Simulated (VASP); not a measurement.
## Au: relaxation of cell and atoms with BLYP+D4

Crystal: Au.

```
Au
1.0
     0.00000    2.03500    2.03500
     2.03500    0.00000    2.03500
     2.03500    2.03500    0.00000
Au
1
Cartesian
  0.0000 0.0000 0.0000
```

- Program: VASP 6.6.1
- Task: relaxation of cell and atoms
- Functional: BLYP
- Dispersion: D4
- Potentials or basis: VASP PAW PBE potentials, release 64 (Au_sv_GW)
- Cutoff: 500 eV
- k mesh: 11 × 11 × 11
- Occupations: fermi-dirac, width 0.05 eV
- Spin: no spin polarisation
- Dipole correction: no
- Second run: valence_matched
- Further INCAR settings: ALGO = Normal; EDIFF = 1e-07; IBRION = 2; EDIFFG = -0.01; NSW = 60; ISIF = 3

```yaml
Relaxed_volume: 17.69 Å³/atom
Relaxed_cell: a = 2.925 Å, b = 2.925 Å, c = 2.925 Å, α = 60.00°, β = 60.00°, γ = 60.00°
Space_group_after_relaxing_to_0.05_Å: Fm-3m (No. 225)
Energy_gained_by_relaxing: 22.7 meV/atom
Ionic_steps: 4
Pressure_after_relaxing: 0.0 GPa
Dispersion_energy_per_atom: -1.259 eV
```

Step by step:
```csv
step,energy change (eV),largest force (eV/Å),pressure (GPa),volume (Å³)
1,0.0000,0.0000,9.16,16.85
2,0.0412,0.0000,-11.40,19.32
3,-0.0227,0.0000,-0.23,17.71
4,-0.0227,0.0000,-0.02,17.69
```

Final structure:
```xyz
1
Lattice="0.0000 2.0681 2.0681 2.0681 0.0000 2.0681 2.0681 2.0681 0.0000" Properties=species:S:1:pos:R:3 pbc="T T T"
Au    0.0000    0.0000    0.0000
```

Levels at points of the mesh, in eV from the Fermi level:
| k point | band 7 | band 8 | band 9 | band 10 | band 11 | band 12 | band 13 |
| --- | --- | --- | --- | --- | --- | --- | --- |
| (0.00, 0.00, 0.00) | -4.74 | -4.74 | -3.33 | -3.33 | 14.68 | 18.26 | 18.26 |

Wall time 81 s on 1 thread of AMD EPYC 7R13 Processor (Zen 3), with other jobs on the host, peak memory 0.12 GiB.

Caveat: the PAW data sets were made with another functional, which shifts forces and pressure a little; spin-orbit coupling is left out, which moves the levels of the heavy elements; pairwise dispersion overbinds metals, which lowers pressure and volume. Zero-point motion and thermal expansion aren't in these numbers.
